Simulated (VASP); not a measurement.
# Ga (I-43d) in VASP: relaxation of cell and atoms with PBE

Aim: the relaxation of cell and atoms of Ga with PBE.

All numbers are computed with VASP 6.6.1; they aren't measurements. Logs are shortened: lines on timing, memory, paths and dates and some standing lists are left out, and cuts for length are marked.

**1. The cell of the first run**

Symmetry: I-43d, No. 220, cubic system. The conventional cell has a = 5.985 Å, b = 5.985 Å, c = 5.985 Å, α = 90.00°, β = 90.00°, γ = 90.00°. Ga (site symmetry -4) has 12 Ga at 2.80 to 3.35 Å within 3.7 Å.

**2. Relaxation of cell and atoms, PBE**

INCAR

```
PREC = Accurate ; ENCUT = 600
EDIFF = 1E-7 ; ISMEAR = 0
SIGMA = 0.1 ; LREAL = F
LASPH = T ; NELM = 80
ALGO = Fast ; ISIF = 3
LWAVE = F ; LCHARG = F
GGA = PE ; IBRION = 2
NSW = 100 ; EDIFFG = -0.005
```

KPOINTS

```
Automatic mesh
0
Gamma
  8 8 8
```

POSCAR

```
Ga
1.0
   -2.9924103506      2.9924103506      2.9924103506
    2.9924103506     -2.9924103506      2.9924103506
    2.9924103506      2.9924103506     -2.9924103506
Ga
6
Direct
    0.2500000000      0.1250000000      0.8750000000
    0.1250000000      0.8750000000      0.2500000000
    0.7500000000      0.3750000000      0.6250000000
    0.8750000000      0.2500000000      0.1250000000
    0.6250000000      0.7500000000      0.3750000000
    0.3750000000      0.6250000000      0.7500000000
```

Potentials or basis: VASP PAW PBE potentials, release 64 (Ga_d).

Started as:

```console
cat potpaw_PBE.64/Ga_d/POTCAR > POTCAR
mpirun -np 1 vasp_std > vasp.out
```

OUTCAR:

```text
PREC = Accurate
   ENCUT = 600
   EDIFF = 1E-7
   ISMEAR = 0
   LREAL = F
   LASPH = T
   NELM = 80
   ISIF = 3
   GGA = PE
   IBRION = 2
   NSW = 100
   EDIFFG = -0.005

 ion  position               nearest neighbor table
   1  0.250  0.125  0.875-   4 2.80   5 2.80   2 2.80   4 2.80   6 2.80   2 2.80   6 2.80   5 2.80

   2  0.125  0.875  0.250-   3 2.80   1 2.80   1 2.80   4 2.80   5 2.80   4 2.80   3 2.80   5 2.80

   3  0.750  0.375  0.625-   6 2.80   2 2.80   4 2.80   5 2.80   6 2.80   4 2.80   5 2.80   2 2.80

   4  0.875  0.250  0.125-   2 2.80   6 2.80   1 2.80   2 2.80   3 2.80   3 2.80   1 2.80   6 2.80

   5  0.625  0.750  0.375-   1 2.80   3 2.80   2 2.80   3 2.80   6 2.80   6 2.80   1 2.80   2 2.80

   6  0.375  0.625  0.750-   4 2.80   5 2.80   1 2.80   3 2.80   5 2.80   1 2.80   3 2.80   4 2.80

  LATTYP: Found a body centered cubic cell.
 ALAT       =     5.9848207012

  Lattice vectors:

 A1 = (  -2.9924103506,   2.9924103506,   2.9924103506)
 A2 = (   2.9924103506,  -2.9924103506,   2.9924103506)
 A3 = (   2.9924103506,   2.9924103506,  -2.9924103506)

Analysis of symmetry for initial positions (statically):
=====================================================================
 Subroutine PRICEL returns:
 Original cell was already a primitive cell.

 Routine SETGRP: Setting up the symmetry group for a
 body centered cubic supercell.

 Subroutine GETGRP returns: Found 24 space group operations
 (whereof  3 operations were pure point group operations)
 out of a pool of 48 trial point group operations.

The static configuration has the point symmetry C_3 .
 The point group associated with its full space group is T_d .

Analysis of symmetry for dynamics (positions and initial velocities):
=====================================================================
 Subroutine PRICEL returns:
 Original cell was already a primitive cell.

 Routine SETGRP: Setting up the symmetry group for a
 body centered cubic supercell.

 Subroutine GETGRP returns: Found 24 space group operations
 (whereof  3 operations were pure point group operations)
 out of a pool of 48 trial point group operations.

The dynamic configuration has the point symmetry C_3 .
 The point group associated with its full space group is T_d .

 Subroutine INISYM returns: Found 24 space group operations
 (whereof  3 operations are pure point group operations),
 and found     1 'primitive' translations

----------------------------------------------------------------------------------------

                                     Primitive cell

  volume of cell :     107.1824

  direct lattice vectors                    reciprocal lattice vectors
    -2.992410351  2.992410351  2.992410351     0.000000000  0.167089383  0.167089383
     2.992410351 -2.992410351  2.992410351     0.167089383  0.000000000  0.167089383
     2.992410351  2.992410351 -2.992410351     0.167089383  0.167089383  0.000000000

  length of vectors
     5.183006764  5.183006764  5.183006764     0.236300072  0.236300072  0.236300072

  position of ions in fractional coordinates (direct lattice)
     0.250000000  0.125000000  0.875000000
     0.125000000  0.875000000  0.250000000
     0.750000000  0.375000000  0.625000000
     0.875000000  0.250000000  0.125000000
     0.625000000  0.750000000  0.375000000
     0.375000000  0.625000000  0.750000000

  ion indices of the primitive-cell ions
   primitive index   ion index
                 1           1
                 2           2
                 3           3
                 4           4
                 5           5
                 6           6

----------------------------------------------------------------------------------------

 KPOINTS: Automatic mesh

Automatic generation of k-mesh.
 Grid dimensions read from file:
 generate k-points for:    8    8    8

 Generating k-lattice:

  Cartesian coordinates                     Fractional coordinates (reciprocal lattice)
     0.000000000  0.020886173  0.020886173     0.125000000  0.000000000  0.000000000
     0.020886173  0.000000000  0.020886173     0.000000000  0.125000000  0.000000000
     0.020886173  0.020886173  0.000000000     0.000000000  0.000000000  0.125000000

  Length of vectors
     0.029537509  0.029537509  0.029537509

  Shift w.r.t. Gamma in fractional coordinates (k-lattice)
     0.000000000  0.000000000  0.000000000

 Subroutine IBZKPT returns following result:
 ===========================================

 Found     29 irreducible k-points:

 Following reciprocal coordinates:
            Coordinates               Weight
  0.000000  0.000000  0.000000      1.000000
  0.125000  0.000000  0.000000     12.000000
  0.250000  0.000000  0.000000     12.000000
  0.375000  0.000000  0.000000     12.000000
  0.500000  0.000000  0.000000      6.000000
  0.125000  0.125000  0.000000     24.000000
[... 16 lines left out ...]
 -0.250000  0.250000  0.250000      6.000000
 -0.375000  0.375000  0.250000     24.000000
 [... further k-points ...]
   k-points           NKPTS =     29   k-points in BZ     NKDIM =     29   number of bands    NBANDS=     46
   number of dos      NEDOS =    301   number of ions     NIONS =      6
   total plane-waves  NPLWV =  74088
   dimension x,y,z NGX =    42 NGY =   42 NGZ =   42
   dimension x,y,z NGXF=    84 NGYF=   84 NGZF=   84
   ions per type =               6
   NGX,Y,Z   is equivalent  to a cutoff of  13.47, 13.47, 13.47 a.u.
   NGXF,Y,Z  is equivalent  to a cutoff of  26.94, 26.94, 26.94 a.u.
 SYSTEM =  unknown system
   PREC   = accura    normal or accurate (medium, high low for compatibility)
   ISTART =      0    job   : 0-new  1-cont  2-samecut
   ICHARG =      2    charge: 1-file 2-atom 10-const
   ISPIN  =      1    spin polarized calculation?
   LNONCOLLINEAR =      F non collinear calculations
   LSORBIT =      F    spin-orbit coupling
   LASPH  =      T    aspherical Exc in radial PAW
   ENCUT  =  600.0 eV  44.10 Ry    6.64 a.u.  10.35 10.35 10.35*2*pi/ulx,y,z
   NELM   =     80;   NELMIN=  2; NELMDL= -5     # of ELM steps
   EDIFF  = 0.1E-06   stopping-criterion for ELM
   LREAL  =      F    real-space projection
   EDIFFG = -.5E-02   stopping-criterion for IOM
   NSW    =    100    number of steps for IOM
   IBRION =      2    ionic relax: 0-MD 1-quasi-New 2-CG
   NFREE  =      1    steps in history (QN), initial steepest desc. (CG)
   ISIF   =      3    stress and relaxation
   ISYM   =      2    0-nonsym 1-usesym 2-fastsym
   POTIM  = 0.5000    time-step for ionic-motion
   TEBEG  =    0.0;   TEEND  =   0.0 temperature during run
   PSTRESS=    0.0 pullay stress
   NELECT =      78.0000    total number of electrons
   NUPDOWN=      -1.0000    fix difference up-down
   EMIN   =  10.00;   EMAX   =-10.00  energy-range for DOS
   EFERMI =   0.00;   METHOD = LEGACY
   ISMEAR =     0;   SIGMA  =   0.10  broadening in eV -4-tet -1-fermi 0-gaus
   EFERMI_NEDOS =   21; number of points for ismear=-14 and -15
   IALGO  =     68    algorithm
   IMIX   =      4    mixing-type and parameters
     AMIX     =   0.40;   BMIX     =  1.00
     AMIX_MAG =   1.60;   BMIX_MAG =  1.00
  volume/ion in A,a.u.               =      17.86       120.55
  Fermi-wavevector in a.u.,A,eV,Ry     =   1.472534  2.782685 29.502264  2.168355
  Thomas-Fermi vector in A             =   2.587537
   LORBIT       =      0    0 simple, 1 ext, 2 COOP (PROOUT), +10 PAW based schemes
   GGA     = PE    functional components
   LHFCALC =     F    Hartree Fock is set to
   AEXX    =    0.0000 exact exchange contribution
   IVDW    =     0    specifies the selected vdW correction
   LEPSILON=     F    determine dielectric tensor
   LRPA    =     F    only Hartree local field effects (RPA)
 conjugate gradient relaxation of ions
 non-spin polarized calculation
 RMM-DIIS sequential band-by-band and
 Gauss-broadening in eV      SIGMA  =   0.10
  energy-cutoff  :      600.00
  volume of cell :      107.18
 maximum number of plane-waves:      3604
 NGX is ok and might be reduce to    42
   NGX = 21   NGY = 21   NGZ = 21

--------------------------------------- Ionic step        1  -------------------------------------------

 number of electron      77.9999995 magnetization

 Free energy of the ion-electron system (eV)
  ---------------------------------------------------
  ext. energy  EPLUGINS =         0.00000000
  ---------------------------------------------------
  free energy    TOTEN  =       -17.21380248 eV

  energy without entropy =      -17.20024830  energy(sigma->0) =      -17.20702539

------------------------ aborting loop because EDIFF is reached ----------------------------------------

  FORCE on cell =-STRESS in cart. coord.  units (eV):
  Direction    XX          YY          ZZ          XY          YZ          ZX
  --------------------------------------------------------------------------------------
  -------------------------------------------------------------------------------------
  Total        2.2377619      2.2377619      2.2377619      0.0000000     -0.0000000      0.0000000
  in kB       33.4503771     33.4503771     33.4503771      0.0000000     -0.0000000      0.0000000
  external PRESSURE =      33.4503771 kB  Pullay stress =       0.0000000 kB
[... 105 lines left out ...]
  energy  without entropy=      -17.2661697160  energy(sigma->0) =      -17.27260383

--------------------------------------- Ionic step        4  -------------------------------------------

 number of electron      78.0000003 magnetization

 Free energy of the ion-electron system (eV)
  ---------------------------------------------------
  ext. energy  EPLUGINS =         0.00000000
  ---------------------------------------------------
  free energy    TOTEN  =       -17.27909649 eV

  energy without entropy =      -17.26621815  energy(sigma->0) =      -17.27265732

 E-fermi :   5.3983     XC(G=0): -10.9713

 val. band max:        5.3730745664   @ k =  -0.3750   0.5000   0.2500
 cond. band min:       5.4376027966   @ k =   0.1250   0.1250   0.0000
 fundamental gap:      0.0645282302
 Fermi energy:         5.3982948824

 k-point     1 :       0.0000    0.0000    0.0000
  band No.  band energies     occupation
      1      -9.5576      2.00000
      2      -9.5258      2.00000
      3      -9.5258      2.00000
      4      -9.4971      2.00000
      5      -9.4971      2.00000
      6      -9.4971      2.00000
[... 1165 lines left out ...]
     45       9.7771      0.00000
     46      10.5463      0.00000

 [... further k-points ...]

------------------------ aborting loop because EDIFF is reached ----------------------------------------

  FORCE on cell =-STRESS in cart. coord.  units (eV):
  Direction    XX          YY          ZZ          XY          YZ          ZX
  --------------------------------------------------------------------------------------
  -------------------------------------------------------------------------------------
  Total       -0.0265865     -0.0265865     -0.0265865      0.0000000      0.0000000     -0.0000000
  in kB       -0.3740822     -0.3740822     -0.3740822      0.0000000      0.0000000     -0.0000000
  external PRESSURE =      -0.3740822 kB  Pullay stress =       0.0000000 kB
[... 21 lines left out ...]
  FREE ENERGIE OF THE ION-ELECTRON SYSTEM (eV)
  ---------------------------------------------------
  free  energy   TOTEN  =       -17.2790964937 eV

  energy  without entropy=      -17.2662181523  energy(sigma->0) =      -17.27265732

 reached required accuracy - stopping structural energy minimisation
```

It took 5.2 min on 1 thread of Intel Xeon 6975P-C (Granite Rapids), shared host; peak memory 0.34 GiB.

Results:

* Free energy: -17.2791 eV
* Relaxed volume: 18.98 Å³/atom
* Relaxed cell: a = 5.289 Å, b = 5.289 Å, c = 5.289 Å, α = 109.47°, β = 109.47°, γ = 109.47°
* Space group after relaxing (to 0.1 Å): I-43d (No. 220)
* Energy gained by relaxing: 10.9 meV/atom
* Ionic steps: 4
* Pressure after relaxing: 0.0 GPa
* Band gap on the k mesh: zero (bands 39 and 40 overlap by 3.63 eV)

Step by step:
| step | energy change (eV) | largest force (eV/Å) | pressure (GPa) | volume (Å³) |
| --- | --- | --- | --- | --- |
| 1 | 0.0000 | 0.0000 | 3.35 | 107.18 |
| 2 | -0.0646 | 0.0000 | 0.37 | 113.07 |
| 3 | -0.0652 | 0.0000 | -0.08 | 114.04 |
| 4 | -0.0653 | 0.0000 | -0.04 | 113.87 |

Final structure:
```
Ga
1.0
    -3.05339    3.05339    3.05339
     3.05339   -3.05339    3.05339
     3.05339    3.05339   -3.05339
Ga
6
Direct
  0.25000 0.12500 0.87500
  0.12500 0.87500 0.25000
  0.75000 0.37500 0.62500
  0.87500 0.25000 0.12500
  0.62500 0.75000 0.37500
  0.37500 0.62500 0.75000
```

Levels at points of the mesh, in eV from the Fermi level:
| k point | band 37 | band 38 | band 39 | band 40 | band 41 | band 42 |
| --- | --- | --- | --- | --- | --- | --- |
| (0.00, 0.00, 0.00) | -2.14 | -2.14 | -2.14 | -1.79 | -1.79 | -1.79 |
| (0.50, 0.00, 0.00) | -0.78 | -0.78 | -0.43 | -0.43 | 2.85 | 2.85 |
| (0.50, 0.50, 0.50) | 1.46 | 1.46 | 1.56 | 1.56 | 1.56 | 1.56 |

The gap in the log of VASP goes by the Fermi energy; the results here count the filled bands.